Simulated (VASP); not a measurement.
Crystal: GaAs (pbe).

```xyz
2
Lattice="0.0000 2.8265 2.8265 2.8265 0.0000 2.8265 2.8265 2.8265 0.0000" Properties=species:S:1:pos:R:3 pbc="T T T"
Ga    0.0000    0.0000    0.0000
As    1.4132    1.4132    1.4132
```

```yaml
Program: VASP 6.6.1
Task: relaxation of cell and atoms
Functional: PBE
Potentials_or_basis: VASP PAW PBE potentials, release 64 (Ga_d, As)
Cutoff: 500 eV
k_mesh: 12 × 12 × 12
Occupations: gaussian, width 0.02 eV
Spin: no spin polarisation
```

At the start: pressure 3.5 GPa; volume 22.58 Å³/atom.

Question: Where does the relaxation end?

Answer: Over 3 steps the energy falls by 12.3 meV/atom and the volume is 23.76 Å³/atom (+5.2 %); space group F-43m (No. 216, to 0.05 Å).

Step by step:
```tsv
step	energy change (eV)	largest force (eV/Å)	pressure (GPa)	volume (Å³)
1	0.0000	0.0000	3.51	45.16
2	-0.0212	0.0000	-1.11	48.47
3	-0.0247	0.0000	-0.01	47.53
```

Final structure:
```cif
data_structure
_symmetry_space_group_name_H-M 'P 1'
_symmetry_Int_Tables_number 1
_cell_length_a 4.0659
_cell_length_b 4.0659
_cell_length_c 4.0659
_cell_angle_alpha 60.000
_cell_angle_beta 60.000
_cell_angle_gamma 60.000
_cell_volume 47.53
loop_
_atom_site_label
_atom_site_type_symbol
_atom_site_fract_x
_atom_site_fract_y
_atom_site_fract_z
_atom_site_occupancy
Ga1 Ga 0.00000 0.00000 0.00000 1
As1 As 0.25000 0.25000 0.25000 1
```
